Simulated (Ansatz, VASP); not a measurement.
**Ti: VASP beside Ansatz**

INCAR

```
PREC = Accurate
ENCUT = 500
EDIFF = 1E-6
ISMEAR = -1
SIGMA = 0.08
LREAL = False
LASPH = True
NELM = 120
ALGO = Normal
ISIF = 2
LWAVE = False
LCHARG = True
GGA = PE
LELF = True
LVHAR = True
NBANDS = 19
GGA_COMPAT = False
```

File KPOINTS:

```
Automatic mesh
0
Gamma
  13 13 7
```

The input POSCAR:

```
Ti
1.0
    2.9201978648      0.0000000000      0.0000000000
   -1.4600989324      2.5289655350      0.0000000000
    0.0000000000      0.0000000000      4.6386634303
Ti
2
Direct
    0.3333333333      0.6666666667      0.2500000000
    0.6666666667      0.3333333333      0.7500000000
```

Input for Ansatz:

```yaml
crystal:
  lattice:
    - [2.9201978648, 0.0, 0.0]
    - [-1.4600989324, 2.528965535, 0.0]
    - [0.0, 0.0, 4.6386634303]
  atoms:
    - { symbol: Ti, position: [0.3333333333, 0.6666666667, 0.25] }
    - { symbol: Ti, position: [0.6666666667, 0.3333333333, 0.75] }
kpoints:
  mp_grid: { grid: [13, 13, 7] }
scf:
  occupations: { method: fermi_dirac, width: 0.08 }
hamiltonian:
  xc: pbe
  pseudopotentials: { kind: all_electron, lapw: { basis_error: 0.0005 } }
output:
  forces: true
  stress: true
  eigenvalues: true
```

Change from the starting cell: volume scaled by 0.97.

Alike in both runs: task single point; functional PBE; k mesh 13 × 13 × 7; occupations fermi-dirac, width 0.08 eV; no spin polarisation.

```csv
,VASP,Ansatz
version,VASP 6.6.1,Ansatz 0.2.0
potentials or method,"VASP PAW PBE potentials, release 64 (Ti_sv), cutoff 500 eV","all-electron LAPW, scalar-relativistic"
```

```tsv
	VASP	Ansatz	Ansatz less VASP
pressure (GPa)	1.5	1.8	+0.31
traceless stress, the component that is largest in VASP (GPa)	-0.21	-0.21	+0.003
```

Ansatz ran all-electron here, and VASP with PAW potentials.
